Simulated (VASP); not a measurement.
# Ni (Fm-3m) in VASP: single point with LDA

Aim: the single point of Ni with LDA.

All numbers are computed with VASP 6.6.1; they aren't measurements. Logs are shortened: lines on timing, memory, paths and dates and some standing lists are left out, and cuts for length are marked.

**1. The cell of the first run**

The structure is cubic, space group Fm-3m (No. 225). The conventional cell has a = 3.537 Å, b = 3.537 Å, c = 3.537 Å, α = 90.00°, β = 90.00°, γ = 90.00°. Within 3.3 Å of Ni (site symmetry m-3m) lie 12 Ni at 2.50 Å.

**2. Single point, LDA, collinear spin, ferromagnetic start**

INCAR

```
SYSTEM = Ni
PREC     = Accurate       ! precision mode
ENCUT    = 690            ! plane-wave cutoff, eV
EDIFF    = 1E-6           ! SCF threshold, eV
ISMEAR   = 0              ! smearing method
SIGMA    = 0.1            ! smearing width, eV
LREAL    = .FALSE.        ! projectors in reciprocal space
LASPH    = .TRUE.         ! aspherical terms in the spheres
NELM     = 200            ! most SCF steps
ALGO     = Normal         ! electronic algorithm
ISIF     = 2              ! what is computed and relaxed
LWAVE    = .FALSE.        ! write WAVECAR
LCHARG   = .FALSE.        ! write CHGCAR
ISPIN    = 2              ! spin polarisation
MAGMOM   = 0.2            ! initial moments
LORBIT   = 11             ! projections on sites
LMAXMIX  = 4              ! l up to which the mixer works
GGA      = CA             ! functional
NBANDS   = 19             ! bands
GGA_COMPAT= .FALSE.
```

KPOINTS

```
regular mesh
0
G
  12 12 12
  0 0 0
```

POSCAR

```
Ni
1.0
    0.0000000000      1.7683500000      1.7683500000
    1.7683500000      0.0000000000      1.7683500000
    1.7683500000      1.7683500000      0.0000000000
Ni
1
Direct
    0.0000000000      0.0000000000      0.0000000000
```

Potentials or basis: VASP PAW LDA potentials, release 64 (Ni_sv_GW).

Launch:

```sh
$ cat potpaw_LDA.64/Ni_sv_GW/POTCAR > POTCAR
$ mpirun -np 1 vasp_std > vasp.out
```

OUTCAR:

```text
SYSTEM = Ni
   PREC = Accurate
   ENCUT = 690
   EDIFF = 1E-6
   ISMEAR = 0
   LREAL = .FALSE.
   LASPH = .TRUE.
   NELM = 200
   ISIF = 2
   ISPIN = 2
   LORBIT = 11
   GGA = CA

 ion  position               nearest neighbor table
   1  0.000  0.000  0.000-

  LATTYP: Found a face centered cubic cell.
 ALAT       =     3.5367000000

  Lattice vectors:

 A1 = (   0.0000000000,   1.7683500000,   1.7683500000)
 A2 = (   1.7683500000,   0.0000000000,   1.7683500000)
 A3 = (   1.7683500000,   1.7683500000,   0.0000000000)

Analysis of symmetry for initial positions (statically):
=====================================================================
 Subroutine PRICEL returns:
 Original cell was already a primitive cell.

 Routine SETGRP: Setting up the symmetry group for a
 face centered cubic supercell.

 Subroutine GETGRP returns: Found 48 space group operations
 (whereof 48 operations were pure point group operations)
 out of a pool of 48 trial point group operations.

The static configuration has the point symmetry O_h .

Analysis of symmetry for dynamics (positions and initial velocities):
=====================================================================
 Subroutine PRICEL returns:
 Original cell was already a primitive cell.

 Routine SETGRP: Setting up the symmetry group for a
 face centered cubic supercell.

 Subroutine GETGRP returns: Found 48 space group operations
 (whereof 48 operations were pure point group operations)
 out of a pool of 48 trial point group operations.

The dynamic configuration has the point symmetry O_h .

Analysis of structural, dynamic, and magnetic symmetry:
=====================================================================
 Subroutine PRICEL returns:
 Original cell was already a primitive cell.

 Routine SETGRP: Setting up the symmetry group for a
 face centered cubic supercell.

 Subroutine GETGRP returns: Found 48 space group operations
 (whereof 48 operations were pure point group operations)
 out of a pool of 48 trial point group operations.

The overall configuration has the point symmetry O_h .

 Subroutine INISYM returns: Found 48 space group operations
 (whereof 48 operations are pure point group operations),
 and found     1 'primitive' translations

----------------------------------------------------------------------------------------

                                     Primitive cell

  volume of cell :      11.0595

  direct lattice vectors                    reciprocal lattice vectors
     0.000000000  1.768350000  1.768350000    -0.282749456  0.282749456  0.282749456
     1.768350000  0.000000000  1.768350000     0.282749456 -0.282749456  0.282749456
     1.768350000  1.768350000  0.000000000     0.282749456  0.282749456 -0.282749456

  length of vectors
     2.500824553  2.500824553  2.500824553     0.489736423  0.489736423  0.489736423

  position of ions in fractional coordinates (direct lattice)
     0.000000000  0.000000000  0.000000000

  ion indices of the primitive-cell ions
   primitive index   ion index
                 1           1

----------------------------------------------------------------------------------------

 KPOINTS: regular mesh

Automatic generation of k-mesh.
 Grid dimensions read from file:
 generate k-points for:   12   12   12

 Generating k-lattice:

  Cartesian coordinates                     Fractional coordinates (reciprocal lattice)
    -0.023562455  0.023562455  0.023562455     0.083333333  0.000000000  0.000000000
     0.023562455 -0.023562455  0.023562455     0.000000000  0.083333333  0.000000000
     0.023562455  0.023562455 -0.023562455     0.000000000  0.000000000  0.083333333

  Length of vectors
     0.040811369  0.040811369  0.040811369

  Shift w.r.t. Gamma in fractional coordinates (k-lattice)
     0.000000000  0.000000000  0.000000000

 Subroutine IBZKPT returns following result:
 ===========================================

 Found     72 irreducible k-points:

 Following reciprocal coordinates:
            Coordinates               Weight
  0.000000  0.000000  0.000000      1.000000
  0.083333  0.000000  0.000000      8.000000
  0.166667  0.000000  0.000000      8.000000
  0.250000  0.000000  0.000000      8.000000
  0.333333  0.000000  0.000000      8.000000
  0.416667  0.000000  0.000000      8.000000
[... 16 lines left out ...]
  0.500000  0.166667  0.000000     24.000000
 -0.416667  0.166667  0.000000     24.000000
 [... further k-points ...]
   k-points           NKPTS =     72   k-points in BZ     NKDIM =     72   number of bands    NBANDS=     19
   number of dos      NEDOS =    301   number of ions     NIONS =      1
   total plane-waves  NPLWV =  13824
   dimension x,y,z NGX =    24 NGY =   24 NGZ =   24
   dimension x,y,z NGXF=    48 NGYF=   48 NGZF=   48
   ions per type =               1
   NGX,Y,Z   is equivalent  to a cutoff of  15.95, 15.95, 15.95 a.u.
   NGXF,Y,Z  is equivalent  to a cutoff of  31.91, 31.91, 31.91 a.u.
 SYSTEM =  Ni
   PREC   = accura    normal or accurate (medium, high low for compatibility)
   ISTART =      0    job   : 0-new  1-cont  2-samecut
   ICHARG =      2    charge: 1-file 2-atom 10-const
   ISPIN  =      2    spin polarized calculation?
   LNONCOLLINEAR =      F non collinear calculations
   LSORBIT =      F    spin-orbit coupling
   LASPH  =      T    aspherical Exc in radial PAW
   ENCUT  =  690.0 eV  50.71 Ry    7.12 a.u.   5.36  5.36  5.36*2*pi/ulx,y,z
   NELM   =    200;   NELMIN=  2; NELMDL= -5     # of ELM steps
   EDIFF  = 0.1E-05   stopping-criterion for ELM
   LREAL  =      F    real-space projection
   EDIFFG = 0.1E-04   stopping-criterion for IOM
   NSW    =      0    number of steps for IOM
   IBRION =     -1    ionic relax: 0-MD 1-quasi-New 2-CG
   NFREE  =      0    steps in history (QN), initial steepest desc. (CG)
   ISIF   =      2    stress and relaxation
   ISYM   =      2    0-nonsym 1-usesym 2-fastsym
   POTIM  = 0.5000    time-step for ionic-motion
   TEBEG  =    0.0;   TEEND  =   0.0 temperature during run
   PSTRESS=    0.0 pullay stress
   NELECT =      18.0000    total number of electrons
   NUPDOWN=      -1.0000    fix difference up-down
   EMIN   =  10.00;   EMAX   =-10.00  energy-range for DOS
   EFERMI =   0.00;   METHOD = LEGACY
   ISMEAR =     0;   SIGMA  =   0.10  broadening in eV -4-tet -1-fermi 0-gaus
   EFERMI_NEDOS =   21; number of points for ismear=-14 and -15
   IALGO  =     38    algorithm
   IMIX   =      4    mixing-type and parameters
     AMIX     =   0.40;   BMIX     =  1.00
     AMIX_MAG =   1.60;   BMIX_MAG =  1.00
  volume/ion in A,a.u.               =      11.06        74.63
  Fermi-wavevector in a.u.,A,eV,Ry     =   1.925695  3.639035 50.454487  3.708300
  Thomas-Fermi vector in A             =   2.959018
   LORBIT       =     11    0 simple, 1 ext, 2 COOP (PROOUT), +10 PAW based schemes
   GGA     = CA    functional components
   LHFCALC =     F    Hartree Fock is set to
   AEXX    =    0.0000 exact exchange contribution
   IVDW    =     0    specifies the selected vdW correction
   LEPSILON=     F    determine dielectric tensor
   LRPA    =     F    only Hartree local field effects (RPA)
 spin polarized calculation
 Gauss-broadening in eV      SIGMA  =   0.10
  energy-cutoff  :      690.00
  volume of cell :       11.06
 maximum number of plane-waves:       468
 NGX is ok and might be reduce to    24
   NGX = 11   NGY = 11   NGZ = 11

 number of electron      18.0000010 magnetization       0.6401950

 Free energy of the ion-electron system (eV)
  ---------------------------------------------------
  ext. energy  EPLUGINS =         0.00000000
  ---------------------------------------------------
  free energy    TOTEN  =        -7.39501032 eV

  energy without entropy =       -7.38383984  energy(sigma->0) =       -7.38942508

 E-fermi :   7.2237     XC(G=0): -14.2138

 val. band max:        7.2199632696   @ k =  -0.1667   0.1667   0.0000
 cond. band min:       7.2261545197   @ k =  -0.4167   0.3333   0.1667
 fundamental gap:      0.0061912501
 Fermi energy:         7.2237051496

 spin component 1

 k-point     1 :       0.0000    0.0000    0.0000
  band No.  band energies     occupation
      1     -95.2516      1.00000
      2     -56.1139      1.00000
      3     -56.1139      1.00000
      4     -56.1139      1.00000
      5      -1.7478      1.00000
      6       4.8704      1.00000
[... 11 lines left out ...]
     18      40.5975      0.00000
     19      46.3882      0.00000

 k-point     2 :       0.0833    0.0000    0.0000
  band No.  band energies     occupation
      1     -95.2495      1.00000
      2     -56.1284      1.00000
      3     -56.1160      1.00000
      4     -56.1160      1.00000
      5      -1.4799      1.00000
      6       4.8024      1.00000
[... 476 lines left out ...]
 k-point    24 :      -0.4167    0.1667    0.0000
  band No.  band energies     occupation
      1     -95.2153      1.00000
      2     -56.3076      1.00000
      3     -56.1830      1.00000
      4     -56.1529      1.00000
      5       3.0027      1.00000
      6       4.4692      1.00000
[... 11 lines left out ...]
     18      48.5319      0.00000
     19      49.4767      0.00000

 [... further k-points ...]

 spin component 2

 k-point     1 :       0.0000    0.0000    0.0000
  band No.  band energies     occupation
      1     -94.4702      1.00000
      2     -55.3551      1.00000
      3     -55.3551      1.00000
      4     -55.3551      1.00000
      5      -1.7105      1.00000
      6       5.5290      1.00000
[... 11 lines left out ...]
     18      40.5535      0.00000
     19      46.5473      0.00000

 k-point     2 :       0.0833    0.0000    0.0000
  band No.  band energies     occupation
      1     -94.4680      1.00000
      2     -55.3701      1.00000
      3     -55.3573      1.00000
      4     -55.3573      1.00000
      5      -1.4421      1.00000
      6       5.4535      1.00000
[... 476 lines left out ...]
 k-point    24 :      -0.4167    0.1667    0.0000
  band No.  band energies     occupation
      1     -94.4329      1.00000
      2     -55.5552      1.00000
      3     -55.4263      1.00000
      4     -55.3952      1.00000
      5       3.4302      1.00000
      6       4.9473      1.00000
[... 11 lines left out ...]
     18      48.6446      0.00000
     19      49.6079      0.00000

 [... further k-points ...]

------------------------ aborting loop because EDIFF is reached ----------------------------------------

  FORCE on cell =-STRESS in cart. coord.  units (eV):
  Direction    XX          YY          ZZ          XY          YZ          ZX
  --------------------------------------------------------------------------------------
  -------------------------------------------------------------------------------------
  Total       -1.3769265     -1.3769265     -1.3769265      0.0000000      0.0000000     -0.0000000
  in kB     -199.4741684   -199.4741684   -199.4741684      0.0000000      0.0000000     -0.0000000
  external PRESSURE =    -199.4741684 kB  Pullay stress =       0.0000000 kB

 VOLUME and BASIS-vectors are now :
 -----------------------------------------------------------------------------
  energy-cutoff  :      690.00
  volume of cell :       11.06
      direct lattice vectors                 reciprocal lattice vectors
     0.000000000  1.768350000  1.768350000    -0.282749456  0.282749456  0.282749456
     1.768350000  0.000000000  1.768350000     0.282749456 -0.282749456  0.282749456
     1.768350000  1.768350000  0.000000000     0.282749456  0.282749456 -0.282749456

 POSITION                                       TOTAL-FORCE (eV/Angst)
 -----------------------------------------------------------------------------------
      0.00000      0.00000      0.00000         0.000000      0.000000      0.000000
 -----------------------------------------------------------------------------------
    total drift:                               -0.000000      0.000000      0.000000

  FREE ENERGIE OF THE ION-ELECTRON SYSTEM (eV)
  ---------------------------------------------------
  free  energy   TOTEN  =        -7.3950103230 eV

  energy  without entropy=       -7.3838398380  energy(sigma->0) =       -7.38942508

 total charge

# of ion       s       p       d       f       tot
--------------------------------------------------
    1        2.238   6.282   7.810   0.004  16.335

 magnetization (x)

# of ion       s       p       d       f       tot
--------------------------------------------------
    1       -0.001  -0.012   0.683  -0.000   0.670
```

Wall time 28 s (1 thread of Intel Xeon Platinum 8488C (Sapphire Rapids), shared host); peak memory 0.17 GiB.

Results:

```yaml
Free_energy: -7.3950 eV
Pressure: -19.9 GPa
Net_moment: 0.64 μB per cell
Site_moments: Ni +0.67 μB
Valence_electrons_inside_the_program's_atomic_spheres: Ni 16.34
```

Caveat: the cell stands under tension.
